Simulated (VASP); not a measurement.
Write the native input for VASP 6.6.1 that does the following.

```yaml
Task: single point
Functional: PBEsol
Potentials_or_basis: VASP PAW PBE potentials, release 64 (B, P)
Cutoff: 500 eV
k_mesh: 8 × 8 × 8
Occupations: gaussian, width 0.02 eV
Spin: no spin polarisation
Dipole_correction: no
Further_INCAR_settings: ALGO = Normal; EDIFF = 1e-06; NBANDS = 11
```

The structure of BP (e600) lies in POSCAR:

```
BP
1.0
    0.0000000000      2.2827359537      2.2530281525
    2.2827359537      0.0000000000      2.2530281525
    2.2827359537      2.2827359537      0.0000000000
B P
1 1
Direct
    0.0000000000      0.0000000000      0.0000000000
    0.2500000000      0.2500000000      0.2500000000
```

This cell differs from its parent crystal: strained cell.

The input as run:

INCAR

```
ALGO = Normal ; EDIFF = 1E-6
ENCUT = 500 ; GGA = PS
GGA_COMPAT = F ; ISIF = 2
ISMEAR = 0 ; LASPH = T
LCHARG = F ; LREAL = F
LWAVE = F ; NBANDS = 11
NELM = 120 ; PREC = Accurate
SIGMA = 0.02
```

KPOINTS

```
k-points
0
Gamma
  8 8 8
```

Potentials or basis: VASP PAW PBE potentials, release 64 (B, P).

Command:

```bash
$ cat potpaw_PBE.64/B/POTCAR potpaw_PBE.64/P/POTCAR > POTCAR
$ mpirun -np 1 vasp_std > vasp.out
```

It gave:

```yaml
Pressure: -2.6 GPa
Band_gap_on_the_k_mesh: 0.97 eV, indirect (least direct gap 3.22 eV)
```

Caveat: the cell differs from its parent crystal (strained cell); the PAW data sets were made with another functional, which shifts forces and pressure a little.

Wall time 4.5 s on 1 thread of Intel(R) Xeon(R) 6975P-C (Granite Rapids), on a shared host, peak memory 0.13 GiB.
